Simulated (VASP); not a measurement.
# Li2Se: single point with PBEsol

Crystal: Li2Se.

```
Li Se
1.0
     2.72718    2.72718    0.00000
    -2.72718    2.72718    0.00000
     0.00000    2.72718    2.72718
Li Se
2 1
Direct
  0.25000 0.75000 0.50000
  0.75000 0.25000 0.50000
  0.00000 0.00000 0.00000
```

- Program: VASP 6.6.1
- Task: single point
- Functional: PBEsol
- Potentials or basis: VASP PAW PBE potentials, release 64 (Li_sv, Se)
- Cutoff: 750 eV
- k mesh: 8 × 8 × 8
- Occupations: gaussian, width 0.01 eV
- Spin: no spin polarisation
- Dipole correction: no
- Further INCAR settings: ALGO = Normal; EDIFF = 1e-06; NBANDS = 13

The pressure is 15.2 GPa. The band gap on the k mesh is 2.46 eV, indirect (least direct gap 4.62 eV).

Levels at points of the mesh, in eV from the valence-band top:
```
           k point  band 3  band 4  band 5  band 6  band 7  band 8  band 9  band 10
(0.00, 0.00, 0.00)  -12.34    0.00    0.00    0.00    4.62    5.58    5.58     5.58
(0.50, 0.00, 0.00)  -11.72   -4.08   -0.81   -0.81    5.91    5.91    6.31     8.99
(0.50, 0.50, 0.00)  -11.54   -3.05   -2.18   -2.18    2.46    6.88   12.28    12.28
```

Run time: 27 s on 1 thread of Intel(R) Xeon(R) Platinum 8375C CPU @ 2.90GHz (Ice Lake) (shared host), peak memory 0.21 GiB.

Caveat: the PAW data sets were made with another functional, which shifts forces and pressure a little. PBEsol gaps usually lie below the measured ones, often by a third to a half.
